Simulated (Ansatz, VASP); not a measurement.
## NaH: VASP beside Ansatz

```
Na H
1.0
     2.39722    2.39722    0.00000
    -2.39722    2.39722    0.00000
     0.00000    2.39722    2.39722
Na H
1 1
Direct
  0.00000 0.00000 0.00000
  0.50000 0.50000 0.00000
```

Alike in both runs: functional r2SCAN; k mesh 12 × 12 × 12; occupations fermi-dirac, width 0.08 eV; no spin polarisation.

Ansatz relaxed the structure, and its values are those at the end. VASP's run is a single point on that final structure, the one shown.

|  | VASP | Ansatz |
| --- | --- | --- |
| version | VASP 6.6.1 | Ansatz 0.2.0 |
| potentials or method | VASP PAW PBE potentials, release 64 (Na_pv, H) | PAW with Ansatz's default frozen-core files, scalar-relativistic |
| plane-wave cutoff (eV) | 520 | 500 |
| valence electrons in the cell | 8 | 10 |

```tsv
	VASP	Ansatz	Ansatz less VASP
pressure (GPa)	-0.3	0.0	+0.34
```

VASP's potentials were made for PBE, not for r2SCAN. VASP's potentials hold 8 valence electrons a cell and Ansatz's 10, so a difference there can come from the potentials and not from the codes.
